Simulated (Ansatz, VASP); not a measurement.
## Rb in VASP and in Ansatz

INCAR

```
ALGO     = Normal         # electronic algorithm
EDIFF    = 1E-7           # SCF threshold, eV
ENCUT    = 520            # plane-wave cutoff, eV
GGA      = RE             # functional
ISIF     = 2              # what is computed and relaxed
ISMEAR   = -1             # smearing method
LASPH    = True           # aspherical terms in the spheres
LCHARG   = True           # write CHGCAR
LELF     = True           # ELF
LREAL    = False          # projectors in reciprocal space
LVHAR    = True         
LWAVE    = False          # write WAVECAR
NBANDS   = 26             # bands
NELM     = 80             # most SCF steps
PREC     = Accurate       # precision mode
SIGMA    = 0.1            # smearing width, eV
```

The input KPOINTS:

```
k-points
0
Gamma
  8 8 2
```

File POSCAR:

```
Rb
1.0
    5.2508219651      0.0000000000      0.0000000000
   -2.6254109825      4.5473452125      0.0000000000
    0.0000000000      0.0000000000     17.3327210266
Rb
4
Direct
    0.0000000000      1.0000000000      0.0000000000
    0.0000000000      1.0000000000      0.5000000000
    0.3333333333      0.6666666667      0.2500000000
    0.6666666667      0.3333333333      0.7500000000
```

Input for Ansatz:

```yaml
crystal:
  lattice:
    - [5.2508219651, 0.0, 0.0]
    - [-2.6254109825, 4.5473452125, 0.0]
    - [0.0, 0.0, 17.3327210266]
  atoms:
    - { symbol: Rb, position: [0.0, 1.0, 0.0] }
    - { symbol: Rb, position: [0.0, 1.0, 0.5] }
    - { symbol: Rb, position: [0.3333333333, 0.6666666667, 0.25] }
    - { symbol: Rb, position: [0.6666666667, 0.3333333333, 0.75] }
hamiltonian:
  xc: revpbe
  pseudopotentials:
    kind: paw
    azcp:
      Rb: "pseudopotentials/Rb.paw.azcp"
basis:
  ecutwfc: 420
  fft_grid_basis: typed
kpoints:
  mp_grid: { grid: [8, 8, 2], shift: [0, 0, 0] }
magnetization:
  spin_polarized: false
scf:
  occupations: { method: fermi_dirac, width: 0.1 }
  lower_state_search: "off"
output:
  stress: true
```

Alike in both runs: task single point; functional revPBE; k mesh 8 × 8 × 2; occupations fermi-dirac, width 0.1 eV; no spin polarisation.

```csv
,VASP,Ansatz
version,VASP 6.6.1,Ansatz 0.2.0
potentials or method,"VASP PAW PBE potentials, release 64 (Rb_sv), cutoff 520 eV","plane waves (420 eV) with PAW, scalar-relativistic"
valence electrons in the cell,36,36
```

|  | VASP | Ansatz | Ansatz less VASP |
| --- | --- | --- | --- |
| pressure (GPa) | -0.1 | -0.1 | 0.00 |

VASP's potentials were made for PBE, not for revPBE.
